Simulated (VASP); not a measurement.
# F (Im-3m) in VASP: single point with PBEsol

Aim: the single point of F with PBEsol.

Everything below comes from runs of VASP 6.6.1. Logs are shortened: lines on timing, memory, paths and dates and some standing lists are left out, and cuts for length are marked.

## 1. The cell of the first run

It takes space group Im-3m (No. 229, cubic). Conventional cell: a = 2.644 Å, b = 2.644 Å, c = 2.644 Å, α = 90.00°, β = 90.00°, γ = 90.00°. Within 3.0 Å of F (site symmetry m-3m) lie 14 F at 2.29 to 2.64 Å.

## 2. Single point, PBEsol

Input file INCAR:

```
PREC = Accurate
ENCUT = 520
EDIFF = 1E-6
ISMEAR = -1
SIGMA = 0.1
LREAL = False
LASPH = True
NELM = 60
ALGO = Normal
ISIF = 2
LWAVE = False
LCHARG = False
GGA = PS
NBANDS = 10
```

Input file KPOINTS:

```
Automatic mesh
0
Gamma
  20 20 20
```

Input file POSCAR:

```
F
1.0
   -1.3219674954      1.3219674954      1.3219674954
    1.3219674954     -1.3219674954      1.3219674954
    1.3219674954      1.3219674954     -1.3219674954
F
1
Direct
    0.0000000000      0.0000000000      0.0000000000
```

Potentials or basis: VASP PAW PBE potentials, release 64 (F).

The run is started by

```sh
$ cat potpaw_PBE.64/F/POTCAR > POTCAR
$ mpirun -np 1 vasp_std > vasp.out
```

OUTCAR:

```text
PREC = Accurate
   ENCUT = 520
   EDIFF = 1E-6
   ISMEAR = -1
   LREAL = False
   LASPH = True
   NELM = 60
   ISIF = 2
   GGA = PS

 ion  position               nearest neighbor table
   1  0.000  0.000  0.000-

  LATTYP: Found a body centered cubic cell.
 ALAT       =     2.6439349908

  Lattice vectors:

 A1 = (  -1.3219674954,   1.3219674954,   1.3219674954)
 A2 = (   1.3219674954,  -1.3219674954,   1.3219674954)
 A3 = (   1.3219674954,   1.3219674954,  -1.3219674954)

Analysis of symmetry for initial positions (statically):
=====================================================================
 Subroutine PRICEL returns:
 Original cell was already a primitive cell.

 Routine SETGRP: Setting up the symmetry group for a
 body centered cubic supercell.

 Subroutine GETGRP returns: Found 48 space group operations
 (whereof 48 operations were pure point group operations)
 out of a pool of 48 trial point group operations.

The static configuration has the point symmetry O_h .

Analysis of symmetry for dynamics (positions and initial velocities):
=====================================================================
 Subroutine PRICEL returns:
 Original cell was already a primitive cell.

 Routine SETGRP: Setting up the symmetry group for a
 body centered cubic supercell.

 Subroutine GETGRP returns: Found 48 space group operations
 (whereof 48 operations were pure point group operations)
 out of a pool of 48 trial point group operations.

The dynamic configuration has the point symmetry O_h .

 Subroutine INISYM returns: Found 48 space group operations
 (whereof 48 operations are pure point group operations),
 and found     1 'primitive' translations

----------------------------------------------------------------------------------------

                                     Primitive cell

  volume of cell :       9.2411

  direct lattice vectors                    reciprocal lattice vectors
    -1.321967495  1.321967495  1.321967495     0.000000000  0.378224126  0.378224126
     1.321967495 -1.321967495  1.321967495     0.378224126  0.000000000  0.378224126
     1.321967495  1.321967495 -1.321967495     0.378224126  0.378224126  0.000000000

  length of vectors
     2.289714868  2.289714868  2.289714868     0.534889688  0.534889688  0.534889688

  position of ions in fractional coordinates (direct lattice)
     0.000000000  0.000000000  0.000000000

  ion indices of the primitive-cell ions
   primitive index   ion index
                 1           1

----------------------------------------------------------------------------------------

 KPOINTS: Automatic mesh

Automatic generation of k-mesh.
 Grid dimensions read from file:
 generate k-points for:   20   20   20

 Generating k-lattice:

  Cartesian coordinates                     Fractional coordinates (reciprocal lattice)
     0.000000000  0.018911206  0.018911206     0.050000000  0.000000000  0.000000000
     0.018911206  0.000000000  0.018911206     0.000000000  0.050000000  0.000000000
     0.018911206  0.018911206  0.000000000     0.000000000  0.000000000  0.050000000

  Length of vectors
     0.026744484  0.026744484  0.026744484

  Shift w.r.t. Gamma in fractional coordinates (k-lattice)
     0.000000000  0.000000000  0.000000000

 Subroutine IBZKPT returns following result:
 ===========================================

 Found    256 irreducible k-points:

 Following reciprocal coordinates:
            Coordinates               Weight
  0.000000  0.000000  0.000000      1.000000
  0.050000  0.000000  0.000000     12.000000
  0.100000  0.000000  0.000000     12.000000
  0.150000  0.000000  0.000000     12.000000
  0.200000  0.000000  0.000000     12.000000
  0.250000  0.000000  0.000000     12.000000
[... 16 lines left out ...]
  0.200000  0.100000  0.000000     48.000000
  0.250000  0.100000  0.000000     48.000000
 [... further k-points ...]
   k-points           NKPTS =    256   k-points in BZ     NKDIM =    256   number of bands    NBANDS=     10
   number of dos      NEDOS =    301   number of ions     NIONS =      1
   total plane-waves  NPLWV =   5832
   dimension x,y,z NGX =    18 NGY =   18 NGZ =   18
   dimension x,y,z NGXF=    36 NGYF=   36 NGZF=   36
   ions per type =               1
   NGX,Y,Z   is equivalent  to a cutoff of  13.07, 13.07, 13.07 a.u.
   NGXF,Y,Z  is equivalent  to a cutoff of  26.14, 26.14, 26.14 a.u.
 SYSTEM =  unknown system
   PREC   = accura    normal or accurate (medium, high low for compatibility)
   ISTART =      0    job   : 0-new  1-cont  2-samecut
   ICHARG =      2    charge: 1-file 2-atom 10-const
   ISPIN  =      1    spin polarized calculation?
   LNONCOLLINEAR =      F non collinear calculations
   LSORBIT =      F    spin-orbit coupling
   LASPH  =      T    aspherical Exc in radial PAW
   ENCUT  =  520.0 eV  38.22 Ry    6.18 a.u.   4.26  4.26  4.26*2*pi/ulx,y,z
   NELM   =     60;   NELMIN=  2; NELMDL= -5     # of ELM steps
   EDIFF  = 0.1E-05   stopping-criterion for ELM
   LREAL  =      F    real-space projection
   EDIFFG = 0.1E-04   stopping-criterion for IOM
   NSW    =      0    number of steps for IOM
   IBRION =     -1    ionic relax: 0-MD 1-quasi-New 2-CG
   NFREE  =      0    steps in history (QN), initial steepest desc. (CG)
   ISIF   =      2    stress and relaxation
   ISYM   =      2    0-nonsym 1-usesym 2-fastsym
   POTIM  = 0.5000    time-step for ionic-motion
   TEBEG  =    0.0;   TEEND  =   0.0 temperature during run
   PSTRESS=    0.0 pullay stress
   NELECT =       7.0000    total number of electrons
   NUPDOWN=      -1.0000    fix difference up-down
   EMIN   =  10.00;   EMAX   =-10.00  energy-range for DOS
   EFERMI =   0.00;   METHOD = LEGACY
   ISMEAR =    -1;   SIGMA  =   0.10  broadening in eV -4-tet -1-fermi 0-gaus
   EFERMI_NEDOS =   21; number of points for ismear=-14 and -15
   IALGO  =     38    algorithm
   IMIX   =      4    mixing-type and parameters
     AMIX     =   0.40;   BMIX     =  1.00
     AMIX_MAG =   1.60;   BMIX_MAG =  1.00
  volume/ion in A,a.u.               =       9.24        62.36
  Fermi-wavevector in a.u.,A,eV,Ry     =   1.492336  2.820107 30.301099  2.227068
  Thomas-Fermi vector in A             =   2.604877
   LORBIT       =      0    0 simple, 1 ext, 2 COOP (PROOUT), +10 PAW based schemes
   GGA     = PS    functional components
   LHFCALC =     F    Hartree Fock is set to
   AEXX    =    0.0000 exact exchange contribution
   IVDW    =     0    specifies the selected vdW correction
   LEPSILON=     F    determine dielectric tensor
   LRPA    =     F    only Hartree local field effects (RPA)
 non-spin polarized calculation
  energy-cutoff  :      520.00
  volume of cell :        9.24
 maximum number of plane-waves:       258
 NGX is ok and might be reduce to    18
   NGX =  9   NGY =  9   NGZ =  9

 number of electron       6.9999988 magnetization

 Free energy of the ion-electron system (eV)
  ---------------------------------------------------
  ext. energy  EPLUGINS =         0.00000000
  ---------------------------------------------------
  free energy    TOTEN  =        -1.00903896 eV

  energy without entropy =       -0.93360396  energy(sigma->0) =       -0.97132146

 E-fermi :  -2.6121     XC(G=0): -11.1270

 val. band max:       -2.6137032201   @ k =  -0.3500  -0.4000   0.0500
 cond. band min:      -2.6065624140   @ k =   0.4000   0.2000   0.0000
 fundamental gap:      0.0071408061
 Fermi energy:        -2.6121165349

 k-point     1 :       0.0000    0.0000    0.0000
  band No.  band energies     occupation
      1     -24.8731      2.00000
      2      -2.0919      0.01094
      3      -2.0919      0.01094
      4      -2.0919      0.01094
      5      11.6186      0.00000
      6      34.7158      0.00000
      7      34.7158      0.00000
      8      34.7158      0.00000
      9      37.9113      0.00000
     10      37.9113      0.00000

 k-point     2 :       0.0500    0.0000    0.0000
  band No.  band energies     occupation
      1     -24.8289      2.00000
      2      -2.2351      0.04506
      3      -2.1228      0.01489
      4      -2.0955      0.01135
      5      11.7782      0.00000
      6      33.8893      0.00000
      7      34.0617      0.00000
      8      34.8712      0.00000
      9      36.8071      0.00000
     10      37.2673      0.00000

 k-point     3 :       0.1000    0.0000    0.0000
  band No.  band energies     occupation
      1     -24.7009      2.00000
      2      -2.6399      1.13824
      3      -2.2122      0.03602
      4      -2.1067      0.01268
      5      12.2280      0.00000
      6      31.6691      0.00000
      7      32.7457      0.00000
      8      35.3256      0.00000
      9      36.3135      0.00000
     10      36.6318      0.00000

 k-point     4 :       0.1500    0.0000    0.0000
  band No.  band energies     occupation
      1     -24.4963      2.00000
      2      -3.2436      1.99639
      3      -2.3494      0.13480
      4      -2.1242      0.01509
      5      12.9026      0.00000
      6      29.2628      0.00000
      7      31.3596      0.00000
      8      35.5163      0.00000
      9      36.0530      0.00000
     10      37.0274      0.00000
[... 222 lines left out ...]
 k-point    22 :       0.1500    0.1000    0.0000
  band No.  band energies     occupation
      1     -24.1191      2.00000
      2      -4.1764      2.00000
      3      -2.5623      0.75607
      4      -2.2677      0.06186
      5      14.0625      0.00000
      6      26.7543      0.00000
      7      28.7566      0.00000
      8      35.1837      0.00000
      9      37.2581      0.00000
     10      39.0462      0.00000

 k-point    23 :       0.2000    0.1000    0.0000
  band No.  band energies     occupation
      1     -23.8175      2.00000
      2      -4.8563      2.00000
      3      -2.7849      1.69838
      4      -2.3063      0.08972
      5      14.9217      0.00000
      6      25.0036      0.00000
      7      27.7921      0.00000
      8      35.0746      0.00000
      9      38.2261      0.00000
     10      39.6902      0.00000

 k-point    24 :       0.2500    0.1000    0.0000
  band No.  band energies     occupation
      1     -23.4989      2.00000
      2      -5.5222      2.00000
      3      -3.0096      1.96313
      4      -2.3415      0.12526
      5      15.7876      0.00000
      6      23.4997      0.00000
      7      27.0162      0.00000
      8      35.0068      0.00000
      9      39.2143      0.00000
     10      40.4172      0.00000

 [... further k-points ...]
[... 5 lines left out ...]
  --------------------------------------------------------------------------------------
  -------------------------------------------------------------------------------------
  Total       -0.0524036     -0.0524036     -0.0524036      0.0000000     -0.0000000      0.0000000
  in kB       -9.0855170     -9.0855170     -9.0855170      0.0000000     -0.0000000      0.0000000
  external PRESSURE =      -9.0855170 kB  Pullay stress =       0.0000000 kB

 VOLUME and BASIS-vectors are now :
 -----------------------------------------------------------------------------
  energy-cutoff  :      520.00
  volume of cell :        9.24
      direct lattice vectors                 reciprocal lattice vectors
    -1.321967495  1.321967495  1.321967495     0.000000000  0.378224126  0.378224126
     1.321967495 -1.321967495  1.321967495     0.378224126  0.000000000  0.378224126
     1.321967495  1.321967495 -1.321967495     0.378224126  0.378224126  0.000000000

 POSITION                                       TOTAL-FORCE (eV/Angst)
 -----------------------------------------------------------------------------------
      0.00000      0.00000      0.00000        -0.000000     -0.000000      0.000000
 -----------------------------------------------------------------------------------
    total drift:                                0.000000     -0.000000      0.000000

  FREE ENERGIE OF THE ION-ELECTRON SYSTEM (eV)
  ---------------------------------------------------
  free  energy   TOTEN  =        -1.0090389621 eV

  energy  without entropy=       -0.9336039576  energy(sigma->0) =       -0.97132146
```

Run time: 8.4 s. Hardware: 1 thread of AMD EPYC 9R45 (Zen 5), shared host; peak memory 0.1 GiB.

What came out:

| Property | Result |
| --- | --- |
| Free energy | -1.0090 eV |
| Pressure | -0.9 GPa |

Levels at points of the mesh, in eV from the Fermi level:
```tsv
k point	band 2	band 3	band 4	band 5	band 6	band 7
(0.00, 0.00, 0.00)	0.52	0.52	0.52	14.23	37.33	37.33
(0.50, 0.00, 0.00)	-4.55	-0.66	0.35	20.09	23.26	29.01
(0.50, 0.50, 0.50)	-2.30	-2.30	-2.30	20.19	20.19	33.06
```

Caveat: the PAW data sets were made with another functional, which shifts forces and pressure a little; an odd number of electrons without spin polarisation forces a metal; a magnetic or distorted state may lie lower.
